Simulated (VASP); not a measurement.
# Mo (Im-3m) in VASP: further runs

The runs below take Mo through single point, relaxation of cell and atoms, with LDA.

Everything below comes from runs of VASP 6.6.1. Logs are shortened: lines on timing, memory, paths and dates and some standing lists are left out, and cuts for length are marked.

### 1 The cell of the first run

It takes space group Im-3m (No. 229, cubic). The conventional cell has a = 3.098 Å, b = 3.098 Å, c = 3.098 Å, α = 90.00°, β = 90.00°, γ = 90.00°. Mo (site symmetry m-3m) has 14 Mo at 2.68 to 3.10 Å within 3.5 Å.

### 2 Single point, LDA

The input, INCAR:

```
SYSTEM = Mo
ALGO = Normal
EDIFF = 1E-6
ENCUT = 520
GGA = CA
ISIF = 2
ISMEAR = -1
LASPH = .TRUE.
LCHARG = .FALSE.
LREAL = .FALSE.
LWAVE = .FALSE.
NBANDS = 13
NELM = 60
PREC = Accurate
SIGMA = 0.08
```

The input, KPOINTS:

```
k-points
0
G
  24 24 24
  0 0 0
```

The input, POSCAR:

```
Mo
1.0
   -1.5489126385      1.5489126385      1.5489126385
    1.5489126385     -1.5489126385      1.5489126385
    1.5489126385      1.5489126385     -1.5489126385
Mo
1
Direct
    0.0000000000      0.0000000000      0.0000000000
```

Potentials or basis: VASP PAW LDA potentials, release 64 (Mo_sv).

Launch:

```sh
cat potpaw_LDA.64/Mo_sv/POTCAR > POTCAR
mpirun -np 1 vasp_std > vasp.out
```

OUTCAR:

```text
SYSTEM = Mo
   EDIFF = 1E-6
   ENCUT = 520
   GGA = CA
   ISIF = 2
   ISMEAR = -1
   LASPH = .TRUE.
   LREAL = .FALSE.
   NELM = 60
   PREC = Accurate

 ion  position               nearest neighbor table
   1  0.000  0.000  0.000-

  LATTYP: Found a body centered cubic cell.
 ALAT       =     3.0978252770

  Lattice vectors:

 A1 = (  -1.5489126385,   1.5489126385,   1.5489126385)
 A2 = (   1.5489126385,  -1.5489126385,   1.5489126385)
 A3 = (   1.5489126385,   1.5489126385,  -1.5489126385)

Analysis of symmetry for initial positions (statically):
=====================================================================
 Subroutine PRICEL returns:
 Original cell was already a primitive cell.

 Routine SETGRP: Setting up the symmetry group for a
 body centered cubic supercell.

 Subroutine GETGRP returns: Found 48 space group operations
 (whereof 48 operations were pure point group operations)
 out of a pool of 48 trial point group operations.

The static configuration has the point symmetry O_h .

Analysis of symmetry for dynamics (positions and initial velocities):
=====================================================================
 Subroutine PRICEL returns:
 Original cell was already a primitive cell.

 Routine SETGRP: Setting up the symmetry group for a
 body centered cubic supercell.

 Subroutine GETGRP returns: Found 48 space group operations
 (whereof 48 operations were pure point group operations)
 out of a pool of 48 trial point group operations.

The dynamic configuration has the point symmetry O_h .

 Subroutine INISYM returns: Found 48 space group operations
 (whereof 48 operations are pure point group operations),
 and found     1 'primitive' translations

----------------------------------------------------------------------------------------

                                     Primitive cell

  volume of cell :      14.8642

  direct lattice vectors                    reciprocal lattice vectors
    -1.548912639  1.548912639  1.548912639     0.000000000  0.322807102  0.322807102
     1.548912639 -1.548912639  1.548912639     0.322807102  0.000000000  0.322807102
     1.548912639  1.548912639 -1.548912639     0.322807102  0.322807102  0.000000000

  length of vectors
     2.682795386  2.682795386  2.682795386     0.456518182  0.456518182  0.456518182

  position of ions in fractional coordinates (direct lattice)
     0.000000000  0.000000000  0.000000000
[... 76 lines left out ...]
   EDIFF  = 0.1E-05   stopping-criterion for ELM
   LREAL  =      F    real-space projection
   EDIFFG = 0.1E-04   stopping-criterion for IOM
   NSW    =      0    number of steps for IOM
   IBRION =     -1    ionic relax: 0-MD 1-quasi-New 2-CG
   NFREE  =      0    steps in history (QN), initial steepest desc. (CG)
   ISIF   =      2    stress and relaxation
   ISYM   =      2    0-nonsym 1-usesym 2-fastsym
   POTIM  = 0.5000    time-step for ionic-motion
   TEBEG  =    0.0;   TEEND  =   0.0 temperature during run
   PSTRESS=    0.0 pullay stress
   NELECT =      14.0000    total number of electrons
   NUPDOWN=      -1.0000    fix difference up-down
   EMIN   =  10.00;   EMAX   =-10.00  energy-range for DOS
   EFERMI =   0.00;   METHOD = LEGACY
   ISMEAR =    -1;   SIGMA  =   0.08  broadening in eV -4-tet -1-fermi 0-gaus
   EFERMI_NEDOS =   21; number of points for ismear=-14 and -15
   IALGO  =     38    algorithm
   IMIX   =      4    mixing-type and parameters
     AMIX     =   0.40;   BMIX     =  1.00
     AMIX_MAG =   1.60;   BMIX_MAG =  1.00
  volume/ion in A,a.u.               =      14.86       100.31
  Fermi-wavevector in a.u.,A,eV,Ry     =   1.604737  3.032514 35.037471  2.575182
  Thomas-Fermi vector in A             =   2.701194
   LORBIT       =      0    0 simple, 1 ext, 2 COOP (PROOUT), +10 PAW based schemes
   GGA     = CA    functional components
   LHFCALC =     F    Hartree Fock is set to
   AEXX    =    0.0000 exact exchange contribution
   IVDW    =     0    specifies the selected vdW correction
   LEPSILON=     F    determine dielectric tensor
   LRPA    =     F    only Hartree local field effects (RPA)
 non-spin polarized calculation
  energy-cutoff  :      520.00
  volume of cell :       14.86
 maximum number of plane-waves:       420
   NGX =  9   NGY =  9   NGZ =  9

 number of electron      13.9999996 magnetization

 Free energy of the ion-electron system (eV)
  ---------------------------------------------------
  ext. energy  EPLUGINS =         0.00000000
  ---------------------------------------------------
  free energy    TOTEN  =       -12.13272392 eV

  energy without entropy =      -12.11921202  energy(sigma->0) =      -12.12596797

 E-fermi :  13.3367     XC(G=0): -13.8868

 val. band max:       13.3162405818   @ k =   0.3750   0.1250   0.0417
 cond. band min:      13.3416728758   @ k =  -0.2500   0.3750   0.1250
 fundamental gap:      0.0254322940
 Fermi energy:        13.3366874357

 k-point     1 :       0.0000    0.0000    0.0000
  band No.  band energies     occupation
      1     -47.6522      2.00000
      2     -20.9646      2.00000
      3     -20.9646      2.00000
      4     -20.9646      2.00000
      5       5.9153      2.00000
      6      11.8221      2.00000
      7      11.8221      2.00000
      8      11.8221      2.00000
      9      15.0169      0.00000
     10      15.0169      0.00000
     11      28.1919      0.00000
     12      28.1919      0.00000
     13      28.1919      0.00000
[... 354 lines left out ...]
  band No.  band energies     occupation
      1     -47.3200      2.00000
      2     -22.6131      2.00000
      3     -21.4962      2.00000
      4     -20.9933      2.00000
      5       7.7172      2.00000
      6       9.6639      2.00000
      7      14.6910      0.00000
      8      15.0887      0.00000
      9      16.0123      0.00000
     10      18.5471      0.00000
     11      25.4763      0.00000
     12      25.7543      0.00000
     13      31.1649      0.00000

 [... further k-points ...]
[... 5 lines left out ...]
  --------------------------------------------------------------------------------------
  -------------------------------------------------------------------------------------
  Total        0.4891182      0.4891182      0.4891182      0.0000000      0.0000000      0.0000000
  in kB       52.7210003     52.7210003     52.7210003      0.0000000      0.0000000      0.0000000
  external PRESSURE =      52.7210003 kB  Pullay stress =       0.0000000 kB

 VOLUME and BASIS-vectors are now :
 -----------------------------------------------------------------------------
  energy-cutoff  :      520.00
  volume of cell :       14.86
      direct lattice vectors                 reciprocal lattice vectors
    -1.548912639  1.548912639  1.548912639     0.000000000  0.322807102  0.322807102
     1.548912639 -1.548912639  1.548912639     0.322807102  0.000000000  0.322807102
     1.548912639  1.548912639 -1.548912639     0.322807102  0.322807102  0.000000000

 POSITION                                       TOTAL-FORCE (eV/Angst)
 -----------------------------------------------------------------------------------
      0.00000      0.00000      0.00000         0.000000      0.000000     -0.000000
 -----------------------------------------------------------------------------------
    total drift:                                0.000000     -0.000000     -0.000000

  FREE ENERGIE OF THE ION-ELECTRON SYSTEM (eV)
  ---------------------------------------------------
  free  energy   TOTEN  =       -12.1327239222 eV

  energy  without entropy=      -12.1192120185  energy(sigma->0) =      -12.12596797
```

stdout:

```text
POSCAR found type information on POSCAR Mo
 POSCAR found :  1 types and       1 ions
 scaLAPACK will be used
 LDA part: xc-table for (Slater(with rela. corr.)+CA(PZ))
 , standard interpolation
 POSCAR, INCAR and KPOINTS ok, starting setup
 FFT: planning ... GRIDC
 FFT: planning ... GRID_SOFT
 FFT: planning ... GRID
 WAVECAR not read
 entering main loop
```

Wall time 39 s (1 thread of Intel Xeon Platinum 8488C (Sapphire Rapids), shared host); peak memory 0.18 GiB.

Results:

```
Free energy            : -12.1327 eV
Pressure               : 5.3 GPa
Band gap on the k mesh : zero (band 7 reaches 17.60 eV, above the bottom of band 8 at 11.82 eV)
```

Levels at points of the mesh, in eV from the Fermi level:
| k point | band 3 | band 4 | band 5 | band 6 | band 7 | band 8 | band 9 | band 10 | band 11 | band 12 |
| --- | --- | --- | --- | --- | --- | --- | --- | --- | --- | --- |
| (0.00, 0.00, 0.00) | -34.30 | -34.30 | -7.42 | -1.51 | -1.51 | -1.51 | 1.68 | 1.68 | 14.86 | 14.86 |
| (0.50, 0.00, 0.00) | -34.83 | -34.32 | -5.69 | -3.70 | 1.75 | 1.85 | 2.41 | 5.11 | 12.02 | 12.39 |
| (0.50, 0.50, 0.50) | -35.44 | -35.44 | -5.90 | -5.90 | 4.27 | 4.27 | 4.27 | 9.42 | 9.42 | 9.42 |

### 3 Single point, LDA

This run uses another cell than the first one, of 15.06 Å³/atom, 1.013 times its volume.

The input, INCAR:

```
SYSTEM = Mo
PREC     = Accurate       ! precision mode
ENCUT    = 520            ! plane-wave cutoff, eV
EDIFF    = 1E-6           ! SCF threshold, eV
ISMEAR   = -1             ! smearing method
SIGMA    = 0.08           ! smearing width, eV
LREAL    = .FALSE.        ! projectors in reciprocal space
LASPH    = .TRUE.         ! aspherical terms in the spheres
NELM     = 100            ! most SCF steps
ALGO     = Normal         ! electronic algorithm
ISIF     = 2              ! what is computed and relaxed
LWAVE    = .FALSE.        ! write WAVECAR
LCHARG   = .FALSE.        ! write CHGCAR
NBANDS   = 13             ! bands
```

The input, KPOINTS:

```
regular mesh
0
G
  24 24 24
  0 0 0
```

The input, POSCAR:

```
Mo
1.0
   -1.5558285367      1.5558285367      1.5558285367
    1.5558285367     -1.5558285367      1.5558285367
    1.5558285367      1.5558285367     -1.5558285367
Mo
1
Direct
    0.0000000000      0.0000000000      0.0000000000
```

Potentials or basis: VASP PAW LDA potentials, release 64 (Mo_sv).

Launch:

```sh
cat potpaw_LDA.64/Mo_sv/POTCAR > POTCAR
mpirun -np 1 vasp_std > vasp.out
```

It took 42 s on 1 thread of Intel Xeon Platinum 8488C (Sapphire Rapids), shared host; peak memory 0.18 GiB.

Results (log left out):

| Quantity | Value |
| --- | --- |
| Free energy | -12.1369 eV |
| Pressure | 1.2 GPa |
| Band gap on the k mesh | zero (band 7 reaches 17.30 eV, above the bottom of band 8 at 11.63 eV) |

Levels at points of the mesh, in eV from the Fermi level:
| k point | band 5 | band 6 | band 7 | band 8 | band 9 | band 10 |
| --- | --- | --- | --- | --- | --- | --- |
| (0.00, 0.00, 0.00) | -7.38 | -1.48 | -1.48 | -1.48 | 1.66 | 1.66 |
| (0.50, 0.00, 0.00) | -5.60 | -3.63 | 1.72 | 1.79 | 2.37 | 5.01 |
| (0.50, 0.50, 0.50) | -5.79 | -5.79 | 4.19 | 4.19 | 4.19 | 9.31 |

### 4 Single point, LDA

This run uses another cell than the first one, of 15.01 Å³/atom, 1.010 times its volume.

The input, INCAR:

```
  ALGO = Normal
  EDIFF = 1E-7
  ENCUT = 520
  ISIF = 2
  ISMEAR = -1
  LASPH = T
  LCHARG = F
  LREAL = F
  LWAVE = F
  NBANDS = 13
  NELM = 100
  PREC = Accurate
  SIGMA = 0.08
```

The input, KPOINTS:

```
k-points
0
Gamma
  24 24 24
```

The input, POSCAR:

```
Mo
1.0
   -1.5540530387      1.5540530387      1.5540530387
    1.5540530387     -1.5540530387      1.5540530387
    1.5540530387      1.5540530387     -1.5540530387
Mo
1
Direct
    0.0000000000      0.0000000000      0.0000000000
```

Launch:

```sh
cat potpaw_LDA.64/Mo_sv/POTCAR > POTCAR
mpirun -np 1 vasp_std > vasp.out
```

Run time: 44 s. Hardware: 1 thread of Intel Xeon Platinum 8488C (Sapphire Rapids), shared host; peak memory 0.18 GiB.

The run converged. Its results:

```yaml
Free_energy: -12.1363 eV
Pressure: 2.2 GPa
Band_gap_on_the_k_mesh: zero (band 7 reaches 17.38 eV, above the bottom of band 8 at 11.68 eV)
```

Levels at points of the mesh, in eV from the Fermi level:
```csv
k point,band 3,band 4,band 5,band 6,band 7,band 8,band 9,band 10,band 11,band 12
"(0.00, 0.00, 0.00)",-34.32,-34.32,-7.39,-1.49,-1.49,-1.49,1.66,1.66,14.85,14.85
"(0.50, 0.00, 0.00)",-34.83,-34.34,-5.62,-3.65,1.73,1.81,2.38,5.03,12.01,12.23
"(0.50, 0.50, 0.50)",-35.43,-35.43,-5.82,-5.82,4.21,4.21,4.21,9.34,9.34,9.34
```

### 5 Single point, LDA

This run uses another cell than the first one, of 14.96 Å³/atom, 1.007 times its volume.

The input, INCAR:

```
SYSTEM = Mo
PREC = Accurate ; ENCUT = 520
EDIFF = 1E-7 ; ISMEAR = -1
SIGMA = 0.08 ; LREAL = .FALSE.
LASPH = .TRUE. ; NELM = 100
ALGO = Normal ; ISIF = 2
LWAVE = .FALSE. ; LCHARG = .FALSE.
GGA = CA ; NBANDS = 13
```

The input, KPOINTS:

```
Automatic mesh
0
G
  24 24 24
  0 0 0
```

The input, POSCAR:

```
Mo
1.0
   -1.5523739018      1.5523739018      1.5523739018
    1.5523739018     -1.5523739018      1.5523739018
    1.5523739018      1.5523739018     -1.5523739018
Mo
1
Direct
    0.0000000000      0.0000000000      0.0000000000
```

Launch:

```sh
cat potpaw_LDA.64/Mo_sv/POTCAR > POTCAR
mpirun -np 1 vasp_std > vasp.out
```

Wall time 53 s (1 thread of Intel Xeon Platinum 8488C (Sapphire Rapids), shared host); peak memory 0.18 GiB.

The run converged. Its results:

- Free energy: -12.1354 eV
- Pressure: 3.2 GPa
- Band gap on the k mesh: zero (band 7 reaches 17.45 eV, above the bottom of band 8 at 11.72 eV)

Levels at points of the mesh, in eV from the Fermi level:
```csv
k point,band 4,band 5,band 6,band 7,band 8,band 9,band 10,band 11
"(0.00, 0.00, 0.00)",-34.32,-7.40,-1.50,-1.50,-1.50,1.67,1.67,14.85
"(0.50, 0.00, 0.00)",-34.33,-5.64,-3.66,1.73,1.82,2.39,5.06,12.01
"(0.50, 0.50, 0.50)",-35.43,-5.85,-5.85,4.23,4.23,4.23,9.36,9.36
```

### 6 Relaxation of cell and atoms, LDA, target pressure 1 GPa, at which the enthalpy is minimised

This run uses another cell than the first one, of 15.06 Å³/atom, 1.013 times its volume.

The input, INCAR:

```
SYSTEM = Mo
ALGO = Normal
EDIFF = 1E-6
EDIFFG = -0.002
ENCUT = 600
GGA = CA
IBRION = 2
ISIF = 3
ISMEAR = -1
LASPH = .TRUE.
LCHARG = .FALSE.
LREAL = .FALSE.
LWAVE = .FALSE.
NELM = 80
NSW = 100
PREC = Accurate
PSTRESS = 10.0
SIGMA = 0.08
```

The input, KPOINTS:

```
k-points
0
G
  24 24 24
  0 0 0
```

The input, POSCAR:

```
Mo
1.0
   -1.5558285367      1.5558285367      1.5558285367
    1.5558285367     -1.5558285367      1.5558285367
    1.5558285367      1.5558285367     -1.5558285367
Mo
1
Direct
    0.0000000000      0.0000000000      0.0000000000
```

Potentials or basis: VASP PAW LDA potentials, release 64 (Mo_sv).

Launch:

```sh
cat potpaw_LDA.64/Mo_sv/POTCAR > POTCAR
mpirun -np 1 vasp_std > vasp.out
```

Run time: 90 s. Hardware: 1 thread of Intel Xeon Platinum 8488C (Sapphire Rapids), shared host; peak memory 0.21 GiB.

It converged, with:

- Free energy: -12.1369 eV
- Relaxed volume: 15.07 Å³/atom
- Relaxed cell: a = 2.695 Å, b = 2.695 Å, c = 2.695 Å, α = 109.47°, β = 109.47°, γ = 109.47°
- Space group after relaxing (to 0.05 Å): Im-3m (No. 229)
- Energy change on relaxing (the enthalpy is what falls): -0.1 meV/atom
- Ionic steps: 3
- Pressure after relaxing: 1.0 GPa
- Band gap on the k mesh: zero (band 7 reaches 17.29 eV, above the bottom of band 8 at 11.62 eV)

Final structure:
```xyz
1
Lattice="-1.5561 1.5561 1.5561 1.5561 -1.5561 1.5561 1.5561 1.5561 -1.5561" Properties=species:S:1:pos:R:3 pbc="T T T"
Mo    0.0000    0.0000    0.0000
```

Levels at points of the mesh, in eV from the Fermi level:
```
           k point  band 5  band 6  band 7  band 8  band 9  band 10
(0.00, 0.00, 0.00)   -7.38   -1.48   -1.48   -1.48    1.66     1.66
(0.50, 0.00, 0.00)   -5.60   -3.63    1.72    1.79    2.37     5.01
(0.50, 0.50, 0.50)   -5.79   -5.79    4.19    4.19    4.19     9.30
```

Caveat: the cell is relaxed towards a set pressure, so the enthalpy falls and the energy may rise.

### 7 Summary

```csv
task,cell,cutoff (eV),gap on the mesh (eV),pressure (GPa)
single point,"a = 2.683 Å, angles 109.5°, 1 atom",520,none,5.3
single point,"a = 2.695 Å, angles 109.5°, 1 atom",520,none,1.2
single point,"a = 2.692 Å, angles 109.5°, 1 atom",520,none,2.2
single point,"a = 2.689 Å, angles 109.5°, 1 atom",520,none,3.2
relaxation of cell and atoms,"relaxed to 1 GPa from a = 2.695 Å, angles 109.5°, 1 atom",600,none,1.0
```

Alike in all rows: level LDA; potentials or basis VASP PAW LDA potentials, release 64 (Mo_sv); no spin polarisation; k mesh 24 × 24 × 24; smearing fermi-dirac 0.08 eV.

Caveats: the cell is relaxed towards a set pressure, so the enthalpy falls and the energy may rise (some runs).

Absolute energies hang on the potentials; compare differences alone.
